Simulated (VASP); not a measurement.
# TiAl (Pm) in VASP: single point with PBEsol

Aim: the single point of TiAl with PBEsol.

Program: VASP 6.6.1. These are calculated values, not measurements. Logs are shortened: lines on timing, memory, paths and dates and some standing lists are left out, and cuts for length are marked.

**1. The cell of the first run**

The structure is monoclinic, space group Pm (No. 6). The conventional cell has a = 2.867 Å, b = 4.678 Å, c = 2.867 Å, α = 90.00°, β = 120.00°, γ = 90.00°. Ti (site symmetry m) has 6 Al at 2.76 to 3.04 Å and 6 Ti at 2.87 Å within 3.6 Å. Within 3.6 Å of Al (site symmetry m) lie 6 Ti at 2.76 to 3.04 Å and 6 Al at 2.87 Å.

**2. Single point, PBEsol (atom 1 (Ti) moved by (+0.300, +0.000) A along [1 1 0] and z)**

Input file INCAR:

```
PREC     = Accurate       # precision mode
ENCUT    = 520            # plane-wave cutoff, eV
EDIFF    = 1E-6           # SCF threshold, eV
ISMEAR   = 0              # smearing method
SIGMA    = 0.15           # smearing width, eV
LREAL    = False          # projectors in reciprocal space
LASPH    = True           # aspherical terms in the spheres
NELM     = 60             # most SCF steps
ALGO     = Fast           # electronic algorithm
ISIF     = 2              # what is computed and relaxed
LWAVE    = False          # write WAVECAR
LCHARG   = False          # write CHGCAR
GGA      = PS             # functional
NBANDS   = 14             # bands
```

Input file KPOINTS:

```
Automatic mesh
0
Gamma
  18 18 10
```

Input file POSCAR:

```
TiAl
1.0
    2.8672622327      0.0000000000      0.0000000000
   -1.4336311163      2.4831219328      0.0000000000
    0.0000000000      0.0000000000      4.6780830000
Ti Al
1 1
Direct
    0.1166989603      0.0854295681      0.0000000000
    0.3333333333      0.6666666667      0.5000000000
```

Potentials or basis: VASP PAW PBE potentials, release 64 (Ti_sv, Al).

Started as:

```bash
$ cat potpaw_PBE.64/Ti_sv/POTCAR potpaw_PBE.64/Al/POTCAR > POTCAR
$ mpirun -np 1 vasp_std > vasp.out
```

OUTCAR:

```text
PREC = Accurate
   ENCUT = 520
   EDIFF = 1E-6
   ISMEAR = 0
   LREAL = False
   LASPH = True
   NELM = 60
   ISIF = 2
   GGA = PS

 ion  position               nearest neighbor table
   1  0.117  0.085  0.000-   2 2.76   2 2.76   2 2.84   2 2.84   2 3.04   2 3.04
   2  0.333  0.667  0.500-   1 2.76   1 2.76   1 2.84   1 2.84   1 3.04   1 3.04

  LATTYP: Found a hexagonal cell.
 ALAT       =     2.8672622327
 C/A-ratio  =     1.6315504549

  Lattice vectors:

 A1 = (   2.8672622327,   0.0000000000,   0.0000000000)
 A2 = (  -1.4336311163,   2.4831219328,   0.0000000000)
 A3 = (   0.0000000000,   0.0000000000,   4.6780830000)

Analysis of symmetry for initial positions (statically):
=====================================================================
 Subroutine PRICEL returns:
 Original cell was already a primitive cell.

 Routine SETGRP: Setting up the symmetry group for a
 hexagonal supercell.

 Subroutine GETGRP returns: Found  2 space group operations
 (whereof  2 operations were pure point group operations)
 out of a pool of 24 trial point group operations.

The static configuration has the point symmetry C_1h.

Analysis of symmetry for dynamics (positions and initial velocities):
=====================================================================
 Subroutine PRICEL returns:
 Original cell was already a primitive cell.

 Routine SETGRP: Setting up the symmetry group for a
 hexagonal supercell.

 Subroutine GETGRP returns: Found  2 space group operations
 (whereof  2 operations were pure point group operations)
 out of a pool of 24 trial point group operations.

The dynamic configuration has the point symmetry C_1h.

 Subroutine INISYM returns: Found  2 space group operations
 (whereof  2 operations are pure point group operations),
 and found     1 'primitive' translations

----------------------------------------------------------------------------------------

                                     Primitive cell

  volume of cell :      33.3068

  direct lattice vectors                    reciprocal lattice vectors
     2.867262233  0.000000000  0.000000000     0.348764751  0.201359423  0.000000000
    -1.433631116  2.483121933  0.000000000     0.000000000  0.402718846  0.000000000
     0.000000000  0.000000000  4.678083000     0.000000000  0.000000000  0.213762774

  length of vectors
     2.867262233  2.867262233  4.678083000     0.402718846  0.402718846  0.213762774

  position of ions in fractional coordinates (direct lattice)
     0.116698960  0.085429568  0.000000000
     0.333333333  0.666666667  0.500000000

  ion indices of the primitive-cell ions
   primitive index   ion index
                 1           1
                 2           2

----------------------------------------------------------------------------------------

 KPOINTS: Automatic mesh

Automatic generation of k-mesh.
 Grid dimensions read from file:
 generate k-points for:   18   18   10

 Generating k-lattice:

  Cartesian coordinates                     Fractional coordinates (reciprocal lattice)
     0.019375820  0.011186635  0.000000000     0.055555556  0.000000000  0.000000000
     0.000000000  0.022373269  0.000000000     0.000000000  0.055555556  0.000000000
     0.000000000  0.000000000  0.021376277     0.000000000  0.000000000  0.100000000

  Length of vectors
     0.022373269  0.022373269  0.021376277

  Shift w.r.t. Gamma in fractional coordinates (k-lattice)
     0.000000000  0.000000000  0.000000000

 Subroutine IBZKPT returns following result:
 ===========================================

 Found    984 irreducible k-points:

 Following reciprocal coordinates:
            Coordinates               Weight
  0.000000  0.000000  0.000000      1.000000
  0.055556 -0.000000  0.000000      2.000000
  0.000000  0.055556  0.000000      2.000000
 -0.055556  0.055556  0.000000      2.000000
  0.111111 -0.000000  0.000000      2.000000
  0.000000  0.111111  0.000000      2.000000
[... 16 lines left out ...]
  0.444444 -0.000000  0.000000      2.000000
  0.000000  0.444444  0.000000      2.000000
 [... further k-points ...]
   k-points           NKPTS =    984   k-points in BZ     NKDIM =    984   number of bands    NBANDS=     14
   number of dos      NEDOS =    301   number of ions     NIONS =      2
   total plane-waves  NPLWV =  20736
   dimension x,y,z NGX =    24 NGY =   24 NGZ =   36
   dimension x,y,z NGXF=    48 NGYF=   48 NGZF=   72
   ions per type =               1   1
   NGX,Y,Z   is equivalent  to a cutoff of  13.92, 13.92, 12.79 a.u.
   NGXF,Y,Z  is equivalent  to a cutoff of  27.83, 27.83, 25.59 a.u.
 SYSTEM =  unknown system
   PREC   = accura    normal or accurate (medium, high low for compatibility)
   ISTART =      0    job   : 0-new  1-cont  2-samecut
   ICHARG =      2    charge: 1-file 2-atom 10-const
   ISPIN  =      1    spin polarized calculation?
   LNONCOLLINEAR =      F non collinear calculations
   LSORBIT =      F    spin-orbit coupling
   LASPH  =      T    aspherical Exc in radial PAW
   ENCUT  =  520.0 eV  38.22 Ry    6.18 a.u.   5.33  5.33  8.70*2*pi/ulx,y,z
   NELM   =     60;   NELMIN=  2; NELMDL= -5     # of ELM steps
   EDIFF  = 0.1E-05   stopping-criterion for ELM
   LREAL  =      F    real-space projection
   EDIFFG = 0.1E-04   stopping-criterion for IOM
   NSW    =      0    number of steps for IOM
   IBRION =     -1    ionic relax: 0-MD 1-quasi-New 2-CG
   NFREE  =      0    steps in history (QN), initial steepest desc. (CG)
   ISIF   =      2    stress and relaxation
   ISYM   =      2    0-nonsym 1-usesym 2-fastsym
   POTIM  = 0.5000    time-step for ionic-motion
   TEBEG  =    0.0;   TEEND  =   0.0 temperature during run
   PSTRESS=    0.0 pullay stress
   NELECT =      15.0000    total number of electrons
   NUPDOWN=      -1.0000    fix difference up-down
   EMIN   =  10.00;   EMAX   =-10.00  energy-range for DOS
   EFERMI =   0.00;   METHOD = LEGACY
   ISMEAR =     0;   SIGMA  =   0.15  broadening in eV -4-tet -1-fermi 0-gaus
   EFERMI_NEDOS =   21; number of points for ismear=-14 and -15
   IALGO  =     68    algorithm
   IMIX   =      4    mixing-type and parameters
     AMIX     =   0.40;   BMIX     =  1.00
     AMIX_MAG =   1.60;   BMIX_MAG =  1.00
  volume/ion in A,a.u.               =      16.65       112.38
  Fermi-wavevector in a.u.,A,eV,Ry     =   1.254857  2.371335 21.424622  1.574665
  Thomas-Fermi vector in A             =   2.388641
   LORBIT       =      0    0 simple, 1 ext, 2 COOP (PROOUT), +10 PAW based schemes
   GGA     = PS    functional components
   LHFCALC =     F    Hartree Fock is set to
   AEXX    =    0.0000 exact exchange contribution
   IVDW    =     0    specifies the selected vdW correction
   LEPSILON=     F    determine dielectric tensor
   LRPA    =     F    only Hartree local field effects (RPA)
 non-spin polarized calculation
 RMM-DIIS sequential band-by-band and
 Gauss-broadening in eV      SIGMA  =   0.15
  energy-cutoff  :      520.00
  volume of cell :       33.31
 maximum number of plane-waves:       917
 NGX is ok and might be reduce to    24
   NGX = 11   NGY = 11   NGZ = 17

 number of electron      15.0000000 magnetization

 Free energy of the ion-electron system (eV)
  ---------------------------------------------------
  ext. energy  EPLUGINS =         0.00000000
  ---------------------------------------------------
  free energy    TOTEN  =       -12.86839626 eV

  energy without entropy =      -12.84093386  energy(sigma->0) =      -12.85466506

 E-fermi :   7.7698     XC(G=0): -11.0304

 val. band max:        7.7694019407   @ k =   0.1111   0.2222   0.0000
 cond. band min:       7.7710875454   @ k =   0.0000   0.3333   0.2000
 fundamental gap:      0.0016856046
 Fermi energy:         7.7697798576

 k-point     1 :       0.0000    0.0000    0.0000
  band No.  band energies     occupation
      1     -48.5109      2.00000
      2     -24.9351      2.00000
      3     -24.5208      2.00000
      4     -24.4993      2.00000
      5      -1.1481      2.00000
      6       5.4737      2.00000
      7       5.9536      2.00000
      8       9.0377      0.00000
      9       9.0729      0.00000
     10      10.4725      0.00000
     11      10.5905      0.00000
     12      11.6352      0.00000
     13      20.5975      0.00000
     14      20.8482      0.00000

 k-point     2 :       0.0556   -0.0000    0.0000
  band No.  band energies     occupation
      1     -48.5080      2.00000
      2     -24.9322      2.00000
      3     -24.5388      2.00000
      4     -24.5035      2.00000
      5      -1.0715      2.00000
      6       5.5583      2.00000
      7       5.9683      2.00000
      8       8.9634      0.00000
      9       9.1355      0.00000
     10      10.4511      0.00000
     11      10.5995      0.00000
     12      11.6477      0.00000
     13      19.4088      0.00000
     14      19.8491      0.00000

 k-point     3 :       0.0000    0.0556    0.0000
  band No.  band energies     occupation
      1     -48.5080      2.00000
      2     -24.9322      2.00000
      3     -24.5289      2.00000
      4     -24.5136      2.00000
      5      -1.0711      2.00000
      6       5.5582      2.00000
      7       5.9600      2.00000
      8       8.9895      0.00000
      9       9.1095      0.00000
     10      10.4834      0.00000
     11      10.5792      0.00000
     12      11.6551      0.00000
     13      19.3134      0.00000
     14      19.9148      0.00000

 k-point     4 :      -0.0556    0.0556    0.0000
  band No.  band energies     occupation
      1     -48.5080      2.00000
      2     -24.9322      2.00000
      3     -24.5323      2.00000
      4     -24.5101      2.00000
      5      -1.0712      2.00000
      6       5.5582      2.00000
      7       5.9616      2.00000
      8       8.9851      0.00000
      9       9.1137      0.00000
     10      10.4723      0.00000
     11      10.5883      0.00000
     12      11.6535      0.00000
     13      19.3286      0.00000
     14      19.9122      0.00000

 k-point     5 :       0.1111   -0.0000    0.0000
  band No.  band energies     occupation
      1     -48.4997      2.00000
      2     -24.9240      2.00000
      3     -24.5904      2.00000
      4     -24.5154      2.00000
      5      -0.8431      2.00000
      6       5.8016      2.00000
      7       6.0106      2.00000
      8       8.7602      0.00000
      9       9.3199      0.00000
     10      10.3908      0.00000
     11      10.6286      0.00000
[... 276 lines left out ...]
 k-point    22 :      -0.3889    0.3889    0.0000
  band No.  band energies     occupation
      1     -48.4255      2.00000
      2     -25.0241      2.00000
      3     -24.8506      2.00000
      4     -24.6314      2.00000
      5       2.3930      2.00000
      6       6.1628      2.00000
      7       6.4812      2.00000
      8       7.1744      2.00000
      9       9.9594      0.00000
     10      11.3151      0.00000
     11      11.5425      0.00000
     12      11.6790      0.00000
     13      12.6628      0.00000
     14      16.1606      0.00000

 k-point    23 :       0.4444   -0.0000    0.0000
  band No.  band energies     occupation
      1     -48.4172      2.00000
      2     -25.0836      2.00000
      3     -24.8434      2.00000
      4     -24.6296      2.00000
      5       3.3355      2.00000
      6       5.6093      2.00000
      7       6.4357      2.00000
      8       6.9079      2.00000
      9       9.8398      0.00000
     10      11.4147      0.00000
     11      11.6267      0.00000
     12      11.8145      0.00000
     13      12.9608      0.00000
     14      15.6758      0.00000

 k-point    24 :       0.0000    0.4444    0.0000
  band No.  band energies     occupation
      1     -48.4169      2.00000
      2     -25.0694      2.00000
      3     -24.8420      2.00000
      4     -24.6477      2.00000
      5       3.3658      2.00000
      6       5.7221      2.00000
      7       6.1239      2.00000
      8       6.8332      2.00000
      9       9.9201      0.00000
     10      11.6243      0.00000
     11      11.7043      0.00000
     12      12.0592      0.00000
     13      12.9501      0.00000
     14      15.8065      0.00000

 [... further k-points ...]
[... 5 lines left out ...]
  --------------------------------------------------------------------------------------
  -------------------------------------------------------------------------------------
  Total       -1.0979012      0.0774429     -0.3881701     -0.6690277      0.0000000      0.0000000
  in kB      -52.8129521      3.7252775    -18.6723616    -32.1826123      0.0000000      0.0000000
  external PRESSURE =     -22.5866787 kB  Pullay stress =       0.0000000 kB

 VOLUME and BASIS-vectors are now :
 -----------------------------------------------------------------------------
  energy-cutoff  :      520.00
  volume of cell :       33.31
      direct lattice vectors                 reciprocal lattice vectors
     2.867262233  0.000000000  0.000000000     0.348764751  0.201359423  0.000000000
    -1.433631116  2.483121933  0.000000000     0.000000000  0.402718846  0.000000000
     0.000000000  0.000000000  4.678083000     0.000000000  0.000000000  0.213762774

 POSITION                                       TOTAL-FORCE (eV/Angst)
 -----------------------------------------------------------------------------------
      0.21213      0.21213      0.00000        -0.186040     -0.394939      0.000000
     -0.00000      1.65541      2.33904         0.186040      0.394939      0.000000
 -----------------------------------------------------------------------------------
    total drift:                                0.000006      0.000139      0.000000

  FREE ENERGIE OF THE ION-ELECTRON SYSTEM (eV)
  ---------------------------------------------------
  free  energy   TOTEN  =       -12.8683962568 eV

  energy  without entropy=      -12.8409338631  energy(sigma->0) =      -12.85466506
```

Run time: 20 min. Hardware: 1 thread of Oxide Virtual Turin-like, shared host; peak memory 0.52 GiB.

What came out:

- Free energy: -12.8684 eV
- Pressure: -2.3 GPa
- Largest force: 0.437 eV/Å

Forces on the atoms (eV/Å):
```
Ti  -0.186 -0.395  0.000
Al   0.186  0.395  0.000
```

Caveat: the cell differs from its parent crystal (atom 1 (Ti) moved by (+0.300, +0.000) A along [1 1 0] and z); the PAW data sets were made with another functional, which shifts forces and pressure a little.
